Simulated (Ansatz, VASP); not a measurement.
Given: the input of a run of VASP 6.6.1 on SnO2.

Contents of INCAR:

```
PREC = Accurate ; ENCUT = 600
EDIFF = 1E-6 ; ISMEAR = -1
SIGMA = 0.05 ; LREAL = False
LASPH = True ; NELM = 60
ALGO = Normal ; ISIF = 3
LWAVE = False ; LCHARG = False
GGA = PE ; IBRION = 2
NSW = 60 ; EDIFFG = -0.01
```

Contents of KPOINTS:

```
regular mesh
0
Gamma
  4 4 4
```

POSCAR

```
SnO2
1.0
    5.1752560000      0.0000000000      0.0000000000
    0.0000000000      5.1752560000      0.0000000000
    0.0000000000      0.0000000000      5.1752560000
Sn O
4 8
Direct
    0.0000000000      0.0000000000      0.0000000000
    0.5000000000      0.0000000000      0.5000000000
    0.5000000000      0.5000000000      0.0000000000
    0.0000000000      0.5000000000      0.5000000000
    0.6610980000      0.8389020000      0.1610980000
    0.8389020000      0.1610980000      0.6610980000
    0.1610980000      0.6610980000      0.8389020000
    0.3389020000      0.3389020000      0.3389020000
    0.6610980000      0.6610980000      0.6610980000
    0.8389020000      0.3389020000      0.1610980000
    0.1610980000      0.8389020000      0.3389020000
    0.3389020000      0.1610980000      0.8389020000
```

Potentials or basis: VASP PAW PBE potentials, release 64 (Sn_d, O).

Command:

```bash
$ cat potpaw_PBE.64/Sn_d/POTCAR potpaw_PBE.64/O/POTCAR > POTCAR
$ mpirun -np 1 vasp_std > vasp.out
```

Problem. Translate it to Ansatz 0.2.0. Potentials there: Ansatz PAW.

Solution. As run (the cutoff follows the program's own potentials):

File input.yaml:

```yaml
crystal:
  lattice:
    - [5.175256, 0.0, 0.0]
    - [0.0, 5.175256, 0.0]
    - [0.0, 0.0, 5.175256]
  atoms:
    - { symbol: Sn, position: [0.0, 0.0, 0.0] }
    - { symbol: Sn, position: [0.5, 0.0, 0.5] }
    - { symbol: Sn, position: [0.5, 0.5, 0.0] }
    - { symbol: Sn, position: [0.0, 0.5, 0.5] }
    - { symbol: O, position: [0.661098, 0.838902, 0.161098] }
    - { symbol: O, position: [0.838902, 0.161098, 0.661098] }
    - { symbol: O, position: [0.161098, 0.661098, 0.838902] }
    - { symbol: O, position: [0.338902, 0.338902, 0.338902] }
    - { symbol: O, position: [0.661098, 0.661098, 0.661098] }
    - { symbol: O, position: [0.838902, 0.338902, 0.161098] }
    - { symbol: O, position: [0.161098, 0.838902, 0.338902] }
    - { symbol: O, position: [0.338902, 0.161098, 0.838902] }
hamiltonian:
  xc: pbe
  pseudopotentials: { kind: paw }
kpoints:
  mp_grid: { grid: [4, 4, 4] }
scf:
  occupations: { method: fermi_dirac, width: 0.05 }
output:
  forces: true
  stress: true
  eigenvalues: true
relax:
  f_tol: 0.01
  max_steps: 40
  cell: { stress_tol: 0.05 }
```

Potentials or basis: Ansatz PAW.

Launch:

```bash
$ ansatz run input.yaml --threads 4 --pin off --max-ram 11264MiB --backend cpu --events-out ev --progress --plain --runs-dir out
```

Both were run:

|  | VASP | Ansatz | Ansatz less VASP |
| --- | --- | --- | --- |
| gap on the k mesh at the Fermi level, each at its own relaxed structure (eV) | 0.58 | 0.60 | +0.027 |
| relaxed volume (Å³/atom) | 11.54 | 11.51 | -0.023 |
| relaxed cell length with the largest relative difference (Å) | 5.173 | 5.170 | -0.0034 |

Noted on Ansatz's run: the plane-wave basis is chosen anew once the cell has moved, so the energies of steps on either side of that aren't comparable.
